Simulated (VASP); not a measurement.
Crystal: MgS.

```
Mg S
1.0
     4.02863    0.00000    0.00000
    -2.01431    3.48889    0.00000
     0.00000    0.00000    6.27883
Mg S
2 2
Direct
  0.33333 0.66667 0.99372
  0.66667 0.33333 0.49372
  0.33333 0.66667 0.38128
  0.66667 0.33333 0.88128
```

This cell differs from its parent crystal: uniaxial z strain -2.7%.

Base run:

```yaml
Program: VASP 6.6.1
Functional: r2SCAN
Potentials_or_basis: VASP PAW PBE potentials, release 64 (Mg, S)
Cutoff: 520 eV
k_mesh: 12 × 12 × 4
Occupations: gaussian, width 0.01 eV
Spin: no spin polarisation
```

Its results: band gap on the k mesh 4.17 eV, direct; pressure 1.4 GPa.

Problem. The run is repeated on the same cell with these changes: functional from r2SCAN to HSE06; k mesh from 12 × 12 × 4 to 6 × 6 × 4. What comes out?

Solution. Band gap on the k mesh 4.55 eV, direct; pressure 1.5 GPa.

Several settings changed at once, so the effect can't be laid on one alone.

Caveats: the PAW data sets were made with another functional, which shifts forces and pressure a little.

A k mesh can miss the band edges.
